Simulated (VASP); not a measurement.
Wanted: the native input for a VASP 6.6.1 run.

```yaml
Task: single point
Functional: RPBE
Potentials_or_basis: VASP PAW PBE potentials, release 64 (Bi_d)
Cutoff: 520 eV
k_mesh: 12 × 12 × 12
Occupations: fermi-dirac, width 0.1 eV
Spin: no spin polarisation
Dipole_correction: no
Further_INCAR_settings: ALGO = Normal; EDIFF = 1e-07; NBANDS = 14
```

The structure of Bi lies in POSCAR:

```
Bi
1.0
    0.0000000000      2.5734221438      2.5734221438
    2.5734221438      0.0000000000      2.5734221438
    2.5734221438      2.5734221438      0.0000000000
Bi
1
Direct
    0.0000000000      0.0000000000      0.0000000000
```

This cell differs from its parent crystal: volume scaled by 1.04.

One way to write it, as run:

INCAR

```
SYSTEM = Bi
ALGO = Normal
EDIFF = 1E-7
ENCUT = 520
GGA = RP
ISIF = 2
ISMEAR = -1
LASPH = .True.
LCHARG = .False.
LREAL = .False.
LWAVE = .False.
NBANDS = 14
NELM = 60
PREC = Accurate
SIGMA = 0.1
```

KPOINTS

```
k-points
0
Gamma
  12 12 12
  0 0 0
```

Potentials or basis: VASP PAW PBE potentials, release 64 (Bi_d).

The run is started by

```console
$ cat potpaw_PBE.64/Bi_d/POTCAR > POTCAR
$ mpirun -np 1 vasp_std > vasp.out
```

Results of the run:

```yaml
Pressure: -1.9 GPa
```

Caveat: the PAW data sets were made with another functional, which shifts forces and pressure a little.

Run time: 13 s on 1 thread of Intel(R) Xeon(R) 6975P-C (Granite Rapids), on a shared host, peak memory 0.17 GiB.
